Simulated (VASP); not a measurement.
# SnSe2 (P-3m1) in VASP: a series of runs, part 2 of 2

VASP 6.6.1. Earlier steps stand in the parts before.

**4. Single point, PBE (z stretched by -2 %, then relaxed in part)**

Input file INCAR:

```
SYSTEM = SnSe2
PREC = Accurate ; ENCUT = 520
EDIFF = 1E-6 ; ISMEAR = -1
SIGMA = 0.02 ; LREAL = .False.
LASPH = .True. ; NELM = 80
ALGO = Normal ; ISIF = 2
LWAVE = .False. ; LCHARG = .False.
GGA = PE ; NBANDS = 20
```

Input file KPOINTS:

```
regular mesh
0
Gamma
  13 13 7
  0 0 0
```

Input file POSCAR:

```
SnSe2
1.0
    3.8110000000      0.0000000000      0.0000000000
   -1.9055000000      3.3004228138      0.0000000000
    0.0000000000      0.0000000000      6.0132800000
Sn Se
1 2
Direct
    0.0000000000      0.0000000000      0.0000000000
    0.3333333333      0.6666666667      0.2662191894
    0.6666666667      0.3333333333      0.7337808106
```

Potentials or basis: VASP PAW PBE potentials, release 64 (Sn_d, Se).

The run is started by

```
$ cat potpaw_PBE.64/Sn_d/POTCAR potpaw_PBE.64/Se/POTCAR > POTCAR
$ mpirun -np 1 vasp_std > vasp.out
```

OUTCAR:

```text
SYSTEM = SnSe2
   PREC = Accurate
   ENCUT = 520
   EDIFF = 1E-6
   ISMEAR = -1
   LREAL = .False.
   LASPH = .True.
   NELM = 80
   ISIF = 2
   GGA = PE

 ion  position               nearest neighbor table
   1  0.000  0.000  0.000-   2 2.72   3 2.72   2 2.72   3 2.72   3 2.72   2 2.72
   2  0.333  0.667  0.266-   1 2.72   1 2.72   1 2.72
   3  0.667  0.333  0.734-   1 2.72   1 2.72   1 2.72

  LATTYP: Found a hexagonal cell.
 ALAT       =     3.8110000000
 C/A-ratio  =     1.5778745736

  Lattice vectors:

 A1 = (   3.8110000000,   0.0000000000,   0.0000000000)
 A2 = (  -1.9055000000,   3.3004228138,   0.0000000000)
 A3 = (   0.0000000000,   0.0000000000,   6.0132800000)

Analysis of symmetry for initial positions (statically):
=====================================================================
 Subroutine PRICEL returns:
 Original cell was already a primitive cell.

 Routine SETGRP: Setting up the symmetry group for a
 hexagonal supercell.

 Subroutine GETGRP returns: Found 12 space group operations
 (whereof 12 operations were pure point group operations)
[... 161 lines left out ...]
  free energy    TOTEN  =       -11.78660988 eV

  energy without entropy =      -11.78660971  energy(sigma->0) =      -11.78660979

 E-fermi :   4.7916     XC(G=0):  -9.6339

 val. band max:        4.5857433179   @ k =   0.0769   0.0769   0.0000
 cond. band min:       4.9992671852   @ k =   0.0000   0.4615   0.2857
 fundamental gap:      0.4135238673
 Fermi energy:         4.7916106455

 k-point     1 :       0.0000    0.0000    0.0000
  band No.  band energies     occupation
      1     -16.8314      2.00000
      2     -16.8314      2.00000
      3     -16.7934      2.00000
      4     -16.7820      2.00000
      5     -16.7820      2.00000
      6      -9.4477      2.00000
[... 541 lines left out ...]
     19      12.7468      0.00000
     20      13.2222      0.00000

 [... further k-points ...]

------------------------ aborting loop because EDIFF is reached ----------------------------------------

  FORCE on cell =-STRESS in cart. coord.  units (eV):
  Direction    XX          YY          ZZ          XY          YZ          ZX
  --------------------------------------------------------------------------------------
  -------------------------------------------------------------------------------------
  Total        1.6531208      1.6531208      1.3394108     -0.0000000     -0.0000000      0.0000000
  in kB       35.0183123     35.0183123     28.3729455     -0.0000000     -0.0000000      0.0000000
  external PRESSURE =      32.8031900 kB  Pullay stress =       0.0000000 kB

 VOLUME and BASIS-vectors are now :
 -----------------------------------------------------------------------------
  energy-cutoff  :      520.00
  volume of cell :       75.63
      direct lattice vectors                 reciprocal lattice vectors
     3.811000000  0.000000000  0.000000000     0.262398321  0.151495741  0.000000000
    -1.905500000  3.300422814  0.000000000     0.000000000  0.302991482  0.000000000
     0.000000000  0.000000000  6.013280000     0.000000000  0.000000000  0.166298592

 POSITION                                       TOTAL-FORCE (eV/Angst)
 -----------------------------------------------------------------------------------
      0.00000      0.00000      0.00000         0.000000      0.000000      0.000000
     -0.00000      2.20028      1.60085        -0.000000     -0.000000      0.013210
      1.90550      1.10014      4.41243         0.000000      0.000000     -0.013210
 -----------------------------------------------------------------------------------
    total drift:                               -0.000000     -0.000000      0.000000

  FREE ENERGIE OF THE ION-ELECTRON SYSTEM (eV)
  ---------------------------------------------------
  free  energy   TOTEN  =       -11.7866098826 eV

  energy  without entropy=      -11.7866097066  energy(sigma->0) =      -11.78660979
```

stdout:

```text
POSCAR found type information on POSCAR SnSe
 POSCAR found :  2 types and       3 ions
 scaLAPACK will be used
 LDA part: xc-table for (Slater+PW92), standard interpolation
 POSCAR, INCAR and KPOINTS ok, starting setup
 FFT: planning ... GRIDC
 FFT: planning ... GRID_SOFT
 FFT: planning ... GRID
 WAVECAR not read
 entering main loop
```

Wall time 3.3 min (1 thread of Intel Xeon Platinum 8259CL at 2.50GHz (Skylake/Cascade Lake), shared host); peak memory 0.31 GiB.

Results:

```
Free energy            : -11.7866 eV
Pressure               : 3.3 GPa
Largest force          : 0.013 eV/Å
Band gap on the k mesh : 0.41 eV (least direct gap 0.95 eV)
```

Forces on the atoms (eV/Å):
```
Sn   0.000  0.000  0.000
Se   0.000  0.000  0.013
Se   0.000  0.000 -0.013
```

Caveat: the cell differs from its parent crystal (z stretched by -2 %, then relaxed in part); the cell stands under pressure; semilocal functionals underestimate gaps, and a narrow one can read as zero; spin-orbit coupling is left out, which moves the levels of the heavy elements. A k mesh can miss the band edges.

**5. Overview**

```tsv
cell	gap on the mesh (eV)	pressure (GPa)	largest force (eV/Å)
a = 3.811, b = 3.811, c = 5.952 Å, angles 90.0, 90.0, 120.0°, 3 atoms, atomic positions A	0.36	3.6	0.01
a = 3.785, b = 3.785, c = 6.095 Å, angles 90.0, 90.0, 120.0°, 3 atoms, atomic positions B	0.50	3.6	0.01
a = 3.811, b = 3.811, c = 6.013 Å, angles 90.0, 90.0, 120.0°, 3 atoms, atomic positions C	0.41	3.3	0.01
```

Alike in all rows: task single point; level PBE; potentials or basis VASP PAW PBE potentials, release 64 (Sn_d, Se); no spin polarisation; k mesh 13 × 13 × 7; cutoff (eV) 520; smearing fermi-dirac 0.02 eV.

Caveats: the cell stands under pressure; semilocal functionals underestimate gaps, and a narrow one can read as zero; spin-orbit coupling is left out, which moves the levels of the heavy elements; this functional lacks dispersion, which binds layers or chains, so the pressure and a relaxed spacing across them are unreliable (at least some runs).

Total energies depend on the potentials used, so only differences within one code and one set of settings carry meaning.
